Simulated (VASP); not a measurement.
**Zr8C: single point with PBE**

The system is Zr8C, a slab with vacuum.

```
CELL_PARAMETERS angstrom
6.46558 0.00000 0.00000
0.00000 5.16912 0.00000
0.00000 0.00000 18.97709
ATOMIC_POSITIONS crystal
Zr 0.00000 0.75000 0.21078
Zr 0.50000 0.75000 0.21078
Zr 0.25000 0.25000 0.25996
Zr 0.75000 0.25000 0.25996
Zr 0.25000 0.75000 0.34771
Zr 0.75000 0.75000 0.34771
Zr 0.00000 0.25000 0.39401
Zr 0.50000 0.25000 0.39401
C 0.06250 0.75000 0.42731
```

```json
{"Program": "VASP 6.6.1", "Task": "single point", "Functional": "PBE", "Potentials or basis": "VASP PAW PBE potentials, release 64 (Zr_sv, C)", "Cutoff": "520 eV", "k mesh": "4 × 5 × 1", "Occupations": "gaussian, width 0.1 eV", "Spin": "no spin polarisation", "Dipole correction": "yes", "Further INCAR settings": "ALGO = Normal; EDIFF = 1e-06; NBANDS = 60"}
```

The largest force is 3.092 eV/Å and the band gap on the k mesh is zero (bands 50 and 51 overlap by 0.51 eV).

Forces on the atoms (eV/Å):
```
Zr  -0.120  0.000 -0.003
Zr  -0.103  0.000 -0.216
Zr   0.074  0.000 -0.400
Zr  -0.216  0.000 -0.279
Zr   2.012  0.000 -1.275
Zr   0.974  0.000  0.847
Zr   0.202  0.000  1.151
Zr   0.270  0.000  0.131
C   -3.092  0.000  0.043
```

Levels at points of the mesh, in eV from the Fermi level:
```
           k point  band 48  band 49  band 50  band 51  band 52  band 53
(0.00, 0.00, 0.00)    -0.41    -0.21     0.29     0.42     0.65     0.69
(0.50, 0.00, 0.00)    -0.42    -0.24    -0.23    -0.21     0.05     0.27
```

Wall time 25 min on 1 thread of Intel Xeon 8259CL (shared host), peak memory 0.71 GiB.
